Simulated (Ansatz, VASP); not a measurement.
## One calculation of AlNi, two programs

```
CELL_PARAMETERS angstrom
1.96421 -1.97889 0.00000
1.96421 1.97889 0.00000
0.00000 0.00000 3.14022
ATOMIC_POSITIONS crystal
Ni 0.50000 0.50000 0.50000
Al 0.00000 0.00000 0.00000
```

Change from the starting cell: volume scaled by 1.04.

Alike in both runs: task single point; functional LDA; k mesh 10 × 10 × 9; occupations fermi-dirac, width 0.05 eV; collinear spin.

|  | VASP | Ansatz |
| --- | --- | --- |
| version | VASP 6.6.1 | Ansatz 0.2.0 |
| potentials or method | VASP PAW LDA potentials, release 64 (Ni, Al), cutoff 520 eV | all-electron LAPW, scalar-relativistic |

VASP gave:

| Quantity | Value |
| --- | --- |
| gap on the k mesh at the Fermi level (eV) | none |
| pressure (GPa) | -10.3 |
| traceless stress, the component that is largest in VASP (GPa) | -4.38 |
| net moment per atom (μB) | 0.00 |

Problem. Which values does Ansatz return?

Solution. gap on the k mesh at the Fermi level (eV): none; pressure (GPa): -10.9; traceless stress, the component that is largest in VASP (GPa): -4.24; net moment per atom (μB): 0.00.

LDA's correlation is that of Perdew and Zunger in VASP and of Perdew and Wang (1992) in Ansatz. A gap of «none» marks a metal or a gap that the smearing closes. Ansatz ran all-electron here, and VASP with PAW potentials.
